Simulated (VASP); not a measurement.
A run of VASP 6.6.1:

The input INCAR:

```
SYSTEM = Al
PREC = Accurate
ENCUT = 520
EDIFF = 1E-6
ISMEAR = 0
SIGMA = 0.1
LREAL = .False.
LASPH = .True.
NELM = 80
ALGO = Normal
ISIF = 2
LWAVE = .False.
LCHARG = .True.
GGA = PE
LELF = .True.
LVHAR = .True.
NBANDS = 8
```

File KPOINTS:

```
Automatic mesh
0
Gamma
  18 18 18
  0 0 0
```

Contents of POSCAR:

```
Al
1.0
    0.0000000000      2.0504223011      2.0504223011
    2.0504223011      0.0000000000      2.0504223011
    2.0504223011      2.0504223011      0.0000000000
Al
1
Direct
    0.0000000000      0.0000000000      0.0000000000
```

Potentials or basis: VASP PAW PBE potentials, release 64 (Al).

Command:

```console
$ cat potpaw_PBE.64/Al/POTCAR > POTCAR
$ mpirun -np 1 vasp_std > vasp.out
```

Hardware: 1 thread of Intel Xeon 6975P-C, with other jobs on the host.

**Question.** Estimate the wall time of this run.

**Answer.** Wall time 12 s on 1 thread of Intel Xeon 6975P-C, with other jobs on the host, peak memory 0.14 GiB. Counts: scf iterations 10, k points 195.
